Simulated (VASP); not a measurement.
Input of a VASP 6.6.1 run:

Contents of INCAR:

```
SYSTEM = TiOs
PREC = Accurate
ENCUT = 600
EDIFF = 1E-6
ISMEAR = -1
SIGMA = 0.15
LREAL = .False.
LASPH = .True.
NELM = 80
ALGO = Normal
ISIF = 3
LWAVE = .False.
LCHARG = .False.
IBRION = 2
NSW = 80
EDIFFG = -0.001
```

File KPOINTS:

```
Automatic mesh
0
Gamma
  14 14 14
  0 0 0
```

Contents of POSCAR:

```
TiOs
1.0
    3.0398976923      0.0000000000      0.0000000000
    0.0000000000      3.0398976923      0.0000000000
    0.0000000000      0.0000000000      3.0398976923
Ti Os
1 1
Direct
    0.5000000000      0.5000000000      0.5000000000
    0.0000000000      0.0000000000      0.0000000000
```

Potentials or basis: VASP PAW LDA potentials, release 64 (Ti_sv, Os).

Run with:

```console
$ cat potpaw_LDA.64/Ti_sv/POTCAR potpaw_LDA.64/Os/POTCAR > POTCAR
$ mpirun -np 1 vasp_std > vasp.out
```

Question: Estimate the band gap on the k mesh.

Answer: Zero (bands 10 and 11 overlap by 1.72 eV).

Question: What does it give for the space group after relaxing (to 0.1 Å)?

Answer: Pm-3m (No. 221).

Final structure:
```
Ti Os
1.0
     3.04151    0.00000    0.00000
     0.00000    3.04151    0.00000
     0.00000    0.00000    3.04151
Ti Os
1 1
Cartesian
  1.5208 1.5208 1.5208
  0.0000 0.0000 0.0000
```

Caveat: spin-orbit coupling is left out, which moves the levels of the heavy elements.
